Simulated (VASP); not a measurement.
AgCl: single point with PBEsol

The system is AgCl.

```
Ag Cl
1.0
     0.00000    2.77315    2.74542
     2.77315    0.00000    2.74542
     2.77315    2.77315    0.00000
Ag Cl
1 1
Direct
  0.50000 0.50000 0.50000
  0.00000 0.00000 0.00000
```

This cell differs from its parent crystal: zz strain of -1 %.

- Program: VASP 6.6.1
- Task: single point
- Functional: PBEsol
- Potentials or basis: VASP PAW PBE potentials, release 64 (Ag, Cl)
- Cutoff: 520 eV
- k mesh: 9 × 9 × 9
- Occupations: fermi-dirac, width 0.01 eV
- Spin: no spin polarisation

The pressure is -2.3 GPa and the band gap on the k mesh is 0.75 eV, indirect (least direct gap 3.03 eV).

Stress tensor (GPa, compression positive):
```
-2.35  0.00  0.00
 0.00 -2.35  0.00
 0.00  0.00 -2.19
```

Levels at points of the mesh, in eV from the valence-band top:
```tsv
k point	band 5	band 6	band 7	band 8	band 9	band 10	band 11	band 12	band 13	band 14
(0.00, 0.00, 0.00)	-2.46	-2.46	-2.38	-2.35	-2.35	0.75	10.75	10.75	10.78	12.09
```

It took 39 s on 1 thread of Intel(R) Xeon(R) Platinum 8375C CPU @ 2.90GHz (Ice Lake), on a shared host, peak memory 0.2 GiB.

Caveat: the cell differs from its parent crystal (zz strain of -1 %); the PAW data sets were made with another functional, which shifts forces and pressure a little. A k mesh can miss the band edges.
